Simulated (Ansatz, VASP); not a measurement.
# MgS in VASP and in Ansatz

```
Mg S
1.0
     0.00000    2.86876    2.86876
     2.86876    0.00000    2.86876
     2.64211    2.64211    0.22665
Mg S
1 1
Direct
  0.00611 0.00611 0.98166
  0.74389 0.74389 0.76834
```

Alike in both runs: task single point; functional PBE; k mesh 8 × 8 × 8; occupations gaussian, width 0.02 eV; no spin polarisation.

|  | VASP | Ansatz |
| --- | --- | --- |
| version | VASP 6.6.1 | Ansatz 0.2.0 |
| potentials or method | VASP PAW PBE potentials, release 64 (Mg, S), cutoff 520 eV | scalar-relativistic, plane waves, PAW |
| valence electrons in the cell | 8 | 16 |

Ansatz gave:

- gap on the k mesh at the Fermi level (eV): 3.26
- least direct gap on the mesh (eV): 3.31
- pressure (GPa): 7.1
- traceless stress, the component that is largest in VASP (GPa): 3.71
- rms of the force components (eV/Å): 0.372

Problem. Which values does VASP return?

Solution. gap on the k mesh at the Fermi level (eV): 3.25; least direct gap on the mesh (eV): 3.30; pressure (GPa): 6.9; traceless stress, the component that is largest in VASP (GPa): 3.73; rms of the force components (eV/Å): 0.372.

Atom by atom the forces differ by 0.001 eV/Å (rms over components). The functional is the same, so the differences come from potentials, cutoffs and numerics. VASP's potentials hold 8 valence electrons a cell and Ansatz's 16, so a difference there can come from the potentials and not from the codes.
